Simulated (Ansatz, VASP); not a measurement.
**SiGe: VASP beside Ansatz**

INCAR

```
PREC     = Accurate       # precision mode
ENCUT    = 520            # plane-wave cutoff, eV
EDIFF    = 1E-6           # SCF threshold, eV
ISMEAR   = 0              # smearing method
SIGMA    = 0.03           # smearing width, eV
LREAL    = F              # projectors in reciprocal space
LASPH    = T              # aspherical terms in the spheres
NELM     = 80             # most SCF steps
ALGO     = Normal         # electronic algorithm
ISIF     = 2              # what is computed and relaxed
LWAVE    = F              # write WAVECAR
LCHARG   = T              # write CHGCAR
GGA      = PS             # functional
LELF     = T              # ELF
LVHAR    = T            
NBANDS   = 26             # bands
```

Contents of KPOINTS:

```
regular mesh
0
Gamma
  12 12 6
```

File POSCAR:

```
SiGe
1.0
    3.7327739682      0.0000000000      0.0000000000
   -1.8663869841      3.2326770830      0.0000000000
    0.0000000000      0.0000000000      6.7537079406
Si Ge
2 2
Direct
    0.6666666667      0.3333333333      0.8745463082
    0.3333333333      0.6666666667      0.3745463082
    0.6666666667      0.3333333333      0.5004526918
    0.3333333333      0.6666666667      0.0004526918
```

Input for Ansatz:

```yaml
crystal:
  lattice:
    - [3.7327739682, 0.0, 0.0]
    - [-1.8663869841, 3.232677083, 0.0]
    - [0.0, 0.0, 6.7537079406]
  atoms:
    - { symbol: Si, position: [0.6666666667, 0.3333333333, 0.8745463082] }
    - { symbol: Si, position: [0.3333333333, 0.6666666667, 0.3745463082] }
    - { symbol: Ge, position: [0.6666666667, 0.3333333333, 0.5004526918] }
    - { symbol: Ge, position: [0.3333333333, 0.6666666667, 0.0004526918] }
basis:
  ecutwfc: 420
kpoints:
  mp_grid: { grid: [12, 12, 6] }
hamiltonian:
  xc: pbesol
  pseudopotentials: { kind: paw, azcp: { folder: soft_1 } }
scf:
  occupations: { method: gaussian, width: 0.03 }
output:
  forces: true
  stress: true
  eigenvalues: true
```

Alike in both runs: task single point; functional PBEsol; k mesh 12 × 12 × 6; occupations gaussian, width 0.03 eV; no spin polarisation.

|  | VASP | Ansatz |
| --- | --- | --- |
| version | VASP 6.6.1 | Ansatz 0.2.0 |
| potentials or method | VASP PAW PBE potentials, release 64 (Si, Ge_d), cutoff 520 eV | scalar-relativistic, plane waves, PAW |
| valence electrons in the cell | 36 | 36 |

```csv
,VASP,Ansatz,Ansatz less VASP
gap on the k mesh at the Fermi level (eV),0.13,0.13,+0.003
least direct gap on the mesh (eV),0.34,0.34,-0.001
pressure (GPa),4.6,4.7,+0.10
"traceless stress, the component that is largest in VASP (GPa)",-12.38,-12.36,+0.027
rms of the force components (eV/Å),0.481,0.483,+0.0025
```

VASP's potentials were made for PBE, not for PBEsol, and Ansatz warns of the same on its side. Atom by atom the forces differ by 0.003 eV/Å (rms over components).
